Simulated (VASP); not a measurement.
A run of VASP 6.6.1 is set up as follows.

The input INCAR:

```
ALGO = Normal
EDIFF = 1E-6
ENCUT = 520
GGA = PE
ISIF = 2
ISMEAR = 0
LASPH = T
LCHARG = F
LREAL = Auto
LWAVE = F
NBANDS = 202
NELM = 60
PREC = Accurate
SIGMA = 0.01
```

File KPOINTS:

```
k-points
0
Gamma
  3 3 3
```

POSCAR

```
In2O3
1.0
   -5.0585000000      5.0585000000      5.0585000000
    5.0585000000     -5.0585000000      5.0585000000
    5.0585000000      5.0585000000     -5.0585000000
In O
16 24
Direct
    0.5000000000      0.5000000000      0.5000000000
    0.5000000000      0.0000000000      0.0000000000
    0.0000000000      0.5000000000      0.0000000000
    0.0000000000      0.0000000000      0.5000000000
    0.2500000000      0.7163000000      0.4663000000
    0.7500000000      0.7837000000      0.0337000000
    0.4663000000      0.2500000000      0.7163000000
    0.0337000000      0.7500000000      0.7837000000
    0.7163000000      0.4663000000      0.2500000000
    0.7837000000      0.0337000000      0.7500000000
    0.7500000000      0.2837000000      0.5337000000
    0.2500000000      0.2163000000      0.9663000000
    0.5337000000      0.7500000000      0.2837000000
    0.9663000000      0.2500000000      0.2163000000
    0.2837000000      0.5337000000      0.7500000000
    0.2163000000      0.9663000000      0.2500000000
    0.5354000000      0.7708000000      0.5470000000
    0.7238000000      0.9884000000      0.9530000000
    0.9646000000      0.5116000000      0.2354000000
    0.7762000000      0.7292000000      0.2646000000
    0.5470000000      0.5354000000      0.7708000000
    0.9530000000      0.7238000000      0.9884000000
    0.2354000000      0.9646000000      0.5116000000
    0.2646000000      0.7762000000      0.7292000000
    0.7708000000      0.5470000000      0.5354000000
    0.9884000000      0.9530000000      0.7238000000
    0.5116000000      0.2354000000      0.9646000000
    0.7292000000      0.2646000000      0.7762000000
    0.4646000000      0.2292000000      0.4530000000
    0.2762000000      0.0116000000      0.0470000000
    0.0354000000      0.4884000000      0.7646000000
    0.2238000000      0.2708000000      0.7354000000
    0.4530000000      0.4646000000      0.2292000000
    0.0470000000      0.2762000000      0.0116000000
    0.7646000000      0.0354000000      0.4884000000
    0.7354000000      0.2238000000      0.2708000000
    0.2292000000      0.4530000000      0.4646000000
    0.0116000000      0.0470000000      0.2762000000
    0.4884000000      0.7646000000      0.0354000000
    0.2708000000      0.7354000000      0.2238000000
```

Potentials or basis: VASP PAW PBE potentials, release 64 (In_d, O).

The run is started by

```console
$ cat potpaw_PBE.64/In_d/POTCAR potpaw_PBE.64/O/POTCAR > POTCAR
$ mpirun -np 1 vasp_std > vasp.out
```

Q: Estimate the largest force.

A: 0.332 eV/Å.

Q: Estimate the band gap on the k mesh.

A: 1.19 eV.

Q: Estimate the pressure.

A: 8.5 GPa.

Forces in eV/Å, atoms in the order of the input:
```
In   0.000  0.000  0.000
In   0.000  0.000  0.000
In   0.000  0.000  0.000
In   0.000  0.000  0.000
In   0.025  0.000  0.000
In  -0.025  0.000  0.000
In   0.000  0.025  0.000
In   0.000 -0.025  0.000
In   0.000  0.000  0.025
In   0.000  0.000 -0.025
In  -0.025  0.000  0.000
In   0.025  0.000  0.000
In   0.000 -0.025  0.000
In   0.000  0.025  0.000
In   0.000  0.000 -0.025
In   0.000  0.000  0.025
O    0.112 -0.173  0.261
O   -0.112  0.173  0.261
O    0.112  0.173 -0.261
O   -0.112 -0.173 -0.261
O    0.261  0.112 -0.173
O    0.261 -0.112  0.173
O   -0.261  0.112  0.173
O   -0.261 -0.112 -0.173
O   -0.173  0.261  0.112
O    0.173  0.261 -0.112
O    0.173 -0.261  0.112
O   -0.173 -0.261 -0.112
O   -0.112  0.173 -0.261
O    0.112 -0.173 -0.261
O   -0.112 -0.173  0.261
O    0.112  0.173  0.261
O   -0.261 -0.112  0.173
O   -0.261  0.112 -0.173
O    0.261 -0.112 -0.173
O    0.261  0.112  0.173
O    0.173 -0.261 -0.112
O   -0.173 -0.261  0.112
O   -0.173  0.261 -0.112
O    0.173  0.261  0.112
```

Caveat: the cell stands under pressure; spin-orbit coupling is left out, which moves the levels of the heavy elements. Expect the measured gap to be larger: semilocal functionals such as PBE lack the derivative discontinuity.
